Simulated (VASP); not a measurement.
Set up this calculation in VASP 6.6.1, as the native input.

```
Task                   : single point
Functional             : r2SCAN
Potentials or basis    : VASP PAW PBE potentials, release 64 (Ti_sv)
Cutoff                 : 520 eV
k mesh                 : 12 × 12 × 12
Occupations            : gaussian, width 0.15 eV
Spin                   : no spin polarisation
Dipole correction      : no
Further INCAR settings : ALGO = Normal; EDIFF = 1e-06; NBANDS = 12
```

Crystal: Ti.

```
CELL_PARAMETERS angstrom
-1.64100 1.64100 1.64100
1.64100 -1.64100 1.64100
1.64100 1.64100 -1.64100
ATOMIC_POSITIONS crystal
Ti 0.00000 0.00000 0.00000
```

The input as run:

POSCAR

```
Ti
1.0
   -1.6410000000      1.6410000000      1.6410000000
    1.6410000000     -1.6410000000      1.6410000000
    1.6410000000      1.6410000000     -1.6410000000
Ti
1
Direct
    0.0000000000      0.0000000000      0.0000000000
```

INCAR.step1

```
PREC = Accurate ; ENCUT = 520
ISMEAR = 0 ; SIGMA = 0.15
LREAL = False ; LASPH = True
NELM = 60 ; NBANDS = 12
GGA = PE ; ALGO = Normal
EDIFF = 1E-4 ; LWAVE = True
LCHARG = False
```

INCAR.step2

```
PREC = Accurate ; ENCUT = 520
EDIFF = 1E-6 ; ISMEAR = 0
SIGMA = 0.15 ; LREAL = False
LASPH = True ; NELM = 60
ALGO = Normal ; ISIF = 2
LWAVE = False ; LCHARG = True
METAGGA = R2SCAN ; LMIXTAU = True
LELF = True ; LVHAR = True
NBANDS = 12 ; ISTART = 1
```

KPOINTS

```
regular mesh
0
Gamma
  12 12 12
```

Potentials or basis: VASP PAW PBE potentials, release 64 (Ti_sv).

Command:

```sh
$ cat potpaw_PBE.64/Ti_sv/POTCAR > POTCAR
$ cp INCAR.step1 INCAR
$ mpirun -np 1 vasp_std > vasp.out
$ cp INCAR.step2 INCAR
$ mpirun -np 1 vasp_std > vasp.out
```

It gave:

```json
{
  "Pressure": "-2.6 GPa",
  "Band gap on the k mesh": "zero (band 6 reaches 9.06 eV, above the bottom of band 7 at 7.28 eV)"
}
```

Caveat: the PAW data sets were made with another functional, which shifts forces and pressure a little.

Wall time 41 s on 1 thread of Intel(R) Xeon(R) Platinum 8259CL CPU @ 2.50GHz (Skylake/Cascade Lake) (shared host), peak memory 0.15 GiB.
